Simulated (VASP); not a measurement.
# V (Im-3m) in VASP: single point with PBE

Aim: the single point of V with PBE.

All numbers are computed with VASP 6.6.1; they aren't measurements. Logs are shortened: lines on timing, memory, paths and dates and some standing lists are left out, and cuts for length are marked.

### 1 The cell of the first run

The structure is cubic, space group Im-3m (No. 229). Conventional cell: a = 2.997 Å, b = 2.997 Å, c = 2.997 Å, α = 90.00°, β = 90.00°, γ = 90.00°. V (site symmetry m-3m) has 14 V at 2.60 to 3.00 Å within 3.4 Å.

### 2 Single point, PBE

The input, INCAR:

```
PREC = Accurate
ENCUT = 500
EDIFF = 1E-6
ISMEAR = -1
SIGMA = 0.1
LREAL = False
LASPH = True
NELM = 120
ALGO = Normal
ISIF = 2
LWAVE = False
LCHARG = True
GGA = PE
LELF = True
LVHAR = True
NBANDS = 12
GGA_COMPAT = False
```

The input, KPOINTS:

```
Automatic mesh
0
Gamma
  4 4 4
```

The input, POSCAR:

```
V
1.0
    1.4985199052      1.4985199052      1.4985199052
   -1.4985199052      1.4985199052      1.4985199052
   -1.4985199052     -1.4985199052      1.4985199052
V
1
Direct
    0.0000000000      0.0000000000      0.0000000000
```

Potentials or basis: VASP PAW PBE potentials, release 64 (V_sv).

Launch:

```console
$ cat potpaw_PBE.64/V_sv/POTCAR > POTCAR
$ mpirun -np 1 vasp_std > vasp.out
```

OUTCAR:

```text
PREC = Accurate
   ENCUT = 500
   EDIFF = 1E-6
   ISMEAR = -1
   LREAL = False
   LASPH = True
   NELM = 120
   ISIF = 2
   GGA = PE

 ion  position               nearest neighbor table
   1  0.000  0.000  0.000-

  LATTYP: Found a body centered cubic cell.
 ALAT       =     2.9970398104

  Lattice vectors:

 A1 = (   1.4985199052,  -1.4985199052,  -1.4985199052)
 A2 = (   1.4985199052,   1.4985199052,   1.4985199052)
 A3 = (  -1.4985199052,  -1.4985199052,   1.4985199052)

Analysis of symmetry for initial positions (statically):
=====================================================================
 Subroutine PRICEL returns:
 Original cell was already a primitive cell.

 Routine SETGRP: Setting up the symmetry group for a
 body centered cubic supercell.

 Subroutine GETGRP returns: Found 48 space group operations
 (whereof 48 operations were pure point group operations)
 out of a pool of 48 trial point group operations.

The static configuration has the point symmetry O_h .

Analysis of symmetry for dynamics (positions and initial velocities):
=====================================================================
 Subroutine PRICEL returns:
 Original cell was already a primitive cell.

 Routine SETGRP: Setting up the symmetry group for a
 body centered cubic supercell.

 Subroutine GETGRP returns: Found 48 space group operations
 (whereof 48 operations were pure point group operations)
 out of a pool of 48 trial point group operations.

The dynamic configuration has the point symmetry O_h .

 Subroutine INISYM returns: Found 48 space group operations
 (whereof 48 operations are pure point group operations),
 and found     1 'primitive' translations

----------------------------------------------------------------------------------------

                                     Primitive cell

  volume of cell :      13.4601

  direct lattice vectors                    reciprocal lattice vectors
     1.498519905  1.498519905  1.498519905     0.333662568  0.000000000  0.333662568
    -1.498519905  1.498519905  1.498519905    -0.333662568  0.333662568  0.000000000
    -1.498519905 -1.498519905  1.498519905     0.000000000 -0.333662568  0.333662568

  length of vectors
     2.595512612  2.595512612  2.595512612     0.471870129  0.471870129  0.471870129

  position of ions in fractional coordinates (direct lattice)
     0.000000000  0.000000000  0.000000000

  ion indices of the primitive-cell ions
   primitive index   ion index
                 1           1

----------------------------------------------------------------------------------------

 KPOINTS: Automatic mesh

Automatic generation of k-mesh.
 Grid dimensions read from file:
 generate k-points for:    4    4    4

 Generating k-lattice:

  Cartesian coordinates                     Fractional coordinates (reciprocal lattice)
     0.083415642  0.000000000  0.083415642     0.250000000  0.000000000  0.000000000
    -0.083415642  0.083415642  0.000000000     0.000000000  0.250000000  0.000000000
     0.000000000 -0.083415642  0.083415642     0.000000000  0.000000000  0.250000000

  Length of vectors
     0.117967532  0.117967532  0.117967532

  Shift w.r.t. Gamma in fractional coordinates (k-lattice)
     0.000000000  0.000000000  0.000000000

 Subroutine IBZKPT returns following result:
 ===========================================

 Found      8 irreducible k-points:

 Following reciprocal coordinates:
            Coordinates               Weight
  0.000000  0.000000  0.000000      1.000000
  0.250000  0.000000  0.000000     12.000000
  0.500000  0.000000  0.000000      6.000000
  0.500000  0.250000  0.000000     24.000000
  0.250000  0.250000  0.250000      6.000000
  0.500000  0.250000  0.250000     12.000000
  0.250000 -0.250000  0.250000      2.000000
  0.500000  0.500000  0.500000      1.000000
   k-points           NKPTS =      8   k-points in BZ     NKDIM =      8   number of bands    NBANDS=     12
   number of dos      NEDOS =    301   number of ions     NIONS =      1
   total plane-waves  NPLWV =   8000
   dimension x,y,z NGX =    20 NGY =   20 NGZ =   20
   dimension x,y,z NGXF=    40 NGYF=   40 NGZF=   40
   ions per type =               1
   NGX,Y,Z   is equivalent  to a cutoff of  12.81, 12.81, 12.81 a.u.
   NGXF,Y,Z  is equivalent  to a cutoff of  25.62, 25.62, 25.62 a.u.
 SYSTEM =  unknown system
   PREC   = accura    normal or accurate (medium, high low for compatibility)
   ISTART =      0    job   : 0-new  1-cont  2-samecut
   ICHARG =      2    charge: 1-file 2-atom 10-const
   ISPIN  =      1    spin polarized calculation?
   LNONCOLLINEAR =      F non collinear calculations
   LSORBIT =      F    spin-orbit coupling
   LASPH  =      T    aspherical Exc in radial PAW
   ENCUT  =  500.0 eV  36.75 Ry    6.06 a.u.   4.73  4.73  4.73*2*pi/ulx,y,z
   NELM   =    120;   NELMIN=  2; NELMDL= -5     # of ELM steps
   EDIFF  = 0.1E-05   stopping-criterion for ELM
   LREAL  =      F    real-space projection
   EDIFFG = 0.1E-04   stopping-criterion for IOM
   NSW    =      0    number of steps for IOM
   IBRION =     -1    ionic relax: 0-MD 1-quasi-New 2-CG
   NFREE  =      0    steps in history (QN), initial steepest desc. (CG)
   ISIF   =      2    stress and relaxation
   ISYM   =      2    0-nonsym 1-usesym 2-fastsym
   POTIM  = 0.5000    time-step for ionic-motion
   TEBEG  =    0.0;   TEEND  =   0.0 temperature during run
   PSTRESS=    0.0 pullay stress
   NELECT =      13.0000    total number of electrons
   NUPDOWN=      -1.0000    fix difference up-down
   EMIN   =  10.00;   EMAX   =-10.00  energy-range for DOS
   EFERMI =   0.00;   METHOD = LEGACY
   ISMEAR =    -1;   SIGMA  =   0.10  broadening in eV -4-tet -1-fermi 0-gaus
   EFERMI_NEDOS =   21; number of points for ismear=-14 and -15
   IALGO  =     38    algorithm
   IMIX   =      4    mixing-type and parameters
     AMIX     =   0.40;   BMIX     =  1.00
     AMIX_MAG =   1.60;   BMIX_MAG =  1.00
  volume/ion in A,a.u.               =      13.46        90.83
  Fermi-wavevector in a.u.,A,eV,Ry     =   1.618229  3.058010 35.629122  2.618667
  Thomas-Fermi vector in A             =   2.712526
   LORBIT       =      0    0 simple, 1 ext, 2 COOP (PROOUT), +10 PAW based schemes
   GGA     = PE    functional components
   LHFCALC =     F    Hartree Fock is set to
   AEXX    =    0.0000 exact exchange contribution
   IVDW    =     0    specifies the selected vdW correction
   LEPSILON=     F    determine dielectric tensor
   LRPA    =     F    only Hartree local field effects (RPA)
 non-spin polarized calculation
  energy-cutoff  :      500.00
  volume of cell :       13.46
 maximum number of plane-waves:       370
 NGX is ok and might be reduce to    20
   NGX =  9   NGY =  9   NGZ =  9

 number of electron      12.9999990 magnetization

 Free energy of the ion-electron system (eV)
  ---------------------------------------------------
  ext. energy  EPLUGINS =         0.00000000
  ---------------------------------------------------
  free energy    TOTEN  =        -9.11599268 eV

  energy without entropy =       -9.08348020  energy(sigma->0) =       -9.09973644

 E-fermi :   9.7126     XC(G=0): -12.9141

 val. band max:        9.6697968544   @ k =   0.2500   0.0000   0.0000
 cond. band min:      10.0951291907   @ k =   0.0000   0.0000   0.0000
 fundamental gap:      0.4253323363
 Fermi energy:         9.7125822965

 k-point     1 :       0.0000    0.0000    0.0000
  band No.  band energies     occupation
      1     -54.0516      2.00000
      2     -27.3494      2.00000
      3     -27.3494      2.00000
      4     -27.3494      2.00000
      5       3.1270      2.00000
      6      10.0951      0.04269
      7      10.0951      0.04269
      8      10.0951      0.04269
      9      12.1015      0.00000
     10      12.1015      0.00000
     11      30.2134      0.00000
     12      30.2134      0.00000

 k-point     2 :       0.2500    0.0000    0.0000
  band No.  band energies     occupation
      1     -53.9535      2.00000
      2     -27.8088      2.00000
      3     -27.4915      2.00000
      4     -27.3530      2.00000
      5       5.2718      2.00000
      6       9.2744      1.97529
      7       9.6698      1.21072
      8      11.7086      0.00000
      9      11.7761      0.00000
     10      12.2135      0.00000
     11      25.8293      0.00000
     12      28.2977      0.00000

 k-point     3 :       0.5000    0.0000    0.0000
  band No.  band energies     occupation
      1     -53.8538      2.00000
      2     -28.2480      2.00000
      3     -27.6305      2.00000
      4     -27.3565      2.00000
      5       6.5256      2.00000
      6       8.5596      1.99998
      7      11.3558      0.00000
      8      12.1020      0.00000
      9      12.4599      0.00000
     10      13.7896      0.00000
     11      19.8673      0.00000
     12      25.6122      0.00000

 k-point     4 :       0.5000    0.2500    0.0000
  band No.  band energies     occupation
      1     -53.8541      2.00000
      2     -28.0814      2.00000
      3     -27.7211      2.00000
      4     -27.4422      2.00000
      5       7.5354      2.00000
      6       8.5380      1.99998
      7       9.2204      1.98553
      8      11.8887      0.00000
      9      12.5725      0.00000
     10      15.0811      0.00000
     11      22.2148      0.00000
     12      22.6751      0.00000

 k-point     5 :       0.2500    0.2500    0.2500
  band No.  band energies     occupation
      1     -53.8703      2.00000
      2     -27.8269      2.00000
      3     -27.6469      2.00000
      4     -27.6469      2.00000
      5       6.8036      2.00000
      6       9.1277      1.99425
      7      10.5322      0.00055
      8      10.5322      0.00055
      9      11.6436      0.00000
     10      13.2981      0.00000
     11      26.9980      0.00000
     12      27.3503      0.00000

 k-point     6 :       0.5000    0.2500    0.2500
  band No.  band energies     occupation
      1     -53.7861      2.00000
      2     -28.1069      2.00000
      3     -27.7988      2.00000
      4     -27.6655      2.00000
      5       7.4451      2.00000
      6       8.1063      2.00000
      7      10.4467      0.00130
      8      11.2631      0.00000
      9      13.5913      0.00000
     10      16.8158      0.00000
     11      19.7437      0.00000
     12      24.1027      0.00000

 k-point     7 :       0.2500   -0.2500    0.2500
  band No.  band energies     occupation
      1     -53.8383      2.00000
      2     -27.7950      2.00000
      3     -27.7950      2.00000
      4     -27.7950      2.00000
      5       8.5778      1.99998
      6       8.5778      1.99998
      7       8.5778      1.99998
      8      12.5235      0.00000
      9      12.5235      0.00000
     10      20.0979      0.00000
     11      20.0979      0.00000
     12      20.0979      0.00000

 k-point     8 :       0.5000    0.5000    0.5000
  band No.  band energies     occupation
      1     -53.7177      2.00000
      2     -27.9633      2.00000
      3     -27.9633      2.00000
      4     -27.9633      2.00000
      5       6.7014      2.00000
      6       6.7014      2.00000
      7      13.3983      0.00000
      8      13.3983      0.00000
      9      13.3983      0.00000
     10      19.9232      0.00000
     11      19.9232      0.00000
     12      19.9232      0.00000

------------------------ aborting loop because EDIFF is reached ----------------------------------------

  FORCE on cell =-STRESS in cart. coord.  units (eV):
  Direction    XX          YY          ZZ          XY          YZ          ZX
  --------------------------------------------------------------------------------------
  -------------------------------------------------------------------------------------
  Total       -0.0387384     -0.0387384     -0.0387384      0.0000000     -0.0000000      0.0000000
  in kB       -4.6111034     -4.6111034     -4.6111034      0.0000000     -0.0000000      0.0000000
  external PRESSURE =      -4.6111034 kB  Pullay stress =       0.0000000 kB

 VOLUME and BASIS-vectors are now :
 -----------------------------------------------------------------------------
  energy-cutoff  :      500.00
  volume of cell :       13.46
      direct lattice vectors                 reciprocal lattice vectors
     1.498519905  1.498519905  1.498519905     0.333662568  0.000000000  0.333662568
    -1.498519905  1.498519905  1.498519905    -0.333662568  0.333662568  0.000000000
    -1.498519905 -1.498519905  1.498519905     0.000000000 -0.333662568  0.333662568

 POSITION                                       TOTAL-FORCE (eV/Angst)
 -----------------------------------------------------------------------------------
      0.00000      0.00000      0.00000        -0.000000     -0.000000     -0.000000
 -----------------------------------------------------------------------------------
    total drift:                               -0.000000      0.000000      0.000000

  FREE ENERGIE OF THE ION-ELECTRON SYSTEM (eV)
  ---------------------------------------------------
  free  energy   TOTEN  =        -9.1159926781 eV

  energy  without entropy=       -9.0834802012  energy(sigma->0) =       -9.09973644
```

Wall time 6.6 s (1 thread of Intel Xeon 8259CL, shared host); peak memory 0.12 GiB.

Results:

```yaml
Free_energy: -9.1160 eV
Pressure: -0.5 GPa
```

Levels at points of the mesh, in eV from the Fermi level:
```csv
k point,band 4,band 5,band 6,band 7,band 8,band 9
"(0.00, 0.00, 0.00)",-37.06,-6.59,0.38,0.38,0.38,2.39
"(0.50, 0.00, 0.00)",-37.07,-3.19,-1.15,1.64,2.39,2.75
"(0.50, 0.50, 0.50)",-37.68,-3.01,-3.01,3.69,3.69,3.69
```

Caveat: the k points lie up to 0.74 Å⁻¹ apart.
